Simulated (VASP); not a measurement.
Runs of VASP 6.6.1 on Na. The structure is that of space group Fm-3m (No. 225), or close to it. The cells are those of the table. This isn't the form of Na at room conditions, which is bcc.

```csv
task,cell,k mesh,gap on the mesh (eV),pressure (GPa)
single point,"a = 2.686 Å, angles 60.0°, 1 atom",22 × 22 × 22,none,47.9
relaxation of cell and atoms,"relaxed to 200 GPa from a = 2.267 Å, angles 60.0°, 1 atom",22 × 22 × 22,none,199.9
single point,"a = 2.267 Å, angles 60.0°, 1 atom",22 × 22 × 22,none,201.7
single point,"a = 2.154 Å, angles 60.0°, 1 atom",22 × 22 × 22,none,(b)
relaxation of cell and atoms,"relaxed to 400 GPa from a = 2.076 Å, angles 60.0°, 1 atom",22 × 22 × 22,none,400.0
single point,"a = 2.076 Å, angles 60.0°, 1 atom",22 × 22 × 22,none,(a)
single point,"a = 2.413 Å, angles 60.0°, 1 atom",22 × 22 × 22,none,120.8
relaxation of cell and atoms,"relaxed to 300 GPa from a = 2.154 Å, angles 60.0°, 1 atom",22 × 22 × 22,none,300.0
relaxation of cell and atoms,"relaxed to 120 GPa from a = 2.267 Å, angles 60.0°, 1 atom",22 × 22 × 22,none,120.0
relaxation of cell and atoms,"relaxed to 400 GPa from a = 2.154 Å, angles 60.0°, 1 atom",22 × 22 × 22,none,400.0
single point,"a = 2.267 Å, angles 60.0°, 1 atom",14 × 14 × 14,none,201.8
```

Alike in all rows: level PBEsol; potentials or basis VASP PAW PBE potentials, release 64 (Na_pv); no spin polarisation; cutoff (eV) 500; smearing gaussian 0.1 eV.

Estimate the missing entries.

(a) 404.5; (b) 303.0.

Caveats: the PAW data sets were made with another functional, which shifts forces and pressure a little; the cell stands under pressure (at least some runs); the cell is relaxed towards a set pressure, so the run minimises the enthalpy, not the energy (at least some runs); atoms lie so close that the PAW spheres overlap strongly, which falsifies energies and pressures (at least some runs).

A gap of «none» marks levels without a gap at the run's occupations.
